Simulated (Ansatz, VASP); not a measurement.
## One calculation of BAs, two programs

```
B As
1.0
     0.00000    2.38850    2.38850
     2.47210    0.00000    2.38850
     2.47210    2.38850    0.00000
B As
1 1
Direct
  0.00000 0.00000 0.00000
  0.75000 0.75000 0.75000
```

Change from the starting cell: strain +0.0350 x Voigt [1, 0, 0, 0, 0, 0], atoms carried along.

Alike in both runs: task single point; functional LDA; k mesh 10 × 10 × 10; occupations fermi-dirac, width 0.2 eV; no spin polarisation.

|  | VASP | Ansatz |
| --- | --- | --- |
| version | VASP 6.6.1 | Ansatz 0.2.0 |
| potentials or method | VASP PAW LDA potentials, release 64 (B, As), cutoff 500 eV | scalar-relativistic, plane waves, PAW |
| valence electrons in the cell | 8 | 18 |

```tsv
	VASP	Ansatz	Ansatz less VASP
gap on the k mesh at the Fermi level (eV)	0.90	0.91	+0.007
least direct gap on the mesh (eV)	3.03	3.03	+0.004
pressure (GPa)	-7.4	-8.1	-0.72
traceless stress, the component that is largest in VASP (GPa)	-4.78	-4.80	-0.021
```

LDA's correlation is that of Perdew and Zunger in VASP and of Perdew and Wang (1992) in Ansatz. VASP's potentials hold 8 valence electrons a cell and Ansatz's 18, so a difference there can come from the potentials and not from the codes.
